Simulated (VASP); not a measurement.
A run of VASP 6.6.1:

Contents of INCAR:

```
PREC = Accurate
ENCUT = 520
EDIFF = 1E-6
ISMEAR = -1
SIGMA = 0.05
LREAL = False
LASPH = True
NELM = 100
ALGO = Normal
ISIF = 2
LWAVE = False
LCHARG = True
GGA = PS
LELF = True
LVHAR = True
NBANDS = 27
```

Contents of KPOINTS:

```
Automatic mesh
0
Gamma
  7 7 6
```

POSCAR

```
InSe
1.0
    5.9180326957     -2.0466170367      0.1465378220
    5.9180326957      2.0466170367      0.1465378220
   -1.6303339982      0.0000000000      3.9328984524
In Se
2 2
Direct
    0.8822436457      0.8822436457     -0.0072744979
    0.1177563543      0.1177563543      1.0072744979
    0.6480761916      0.6480761916      0.6238300742
    0.3519238084      0.3519238084      0.3761699258
```

Potentials or basis: VASP PAW PBE potentials, release 64 (In_d, Se).

Run with:

```console
$ cat potpaw_PBE.64/In_d/POTCAR potpaw_PBE.64/Se/POTCAR > POTCAR
$ mpirun -np 1 vasp_std > vasp.out
```

Hardware: 1 thread of Intel Xeon 8259CL, on a shared host.

Q: How long does it take, and how much memory?

A: It took 5.8 min on 1 thread of Intel Xeon 8259CL, on a shared host, peak memory 0.38 GiB. Counts: scf iterations 13, k points 88.
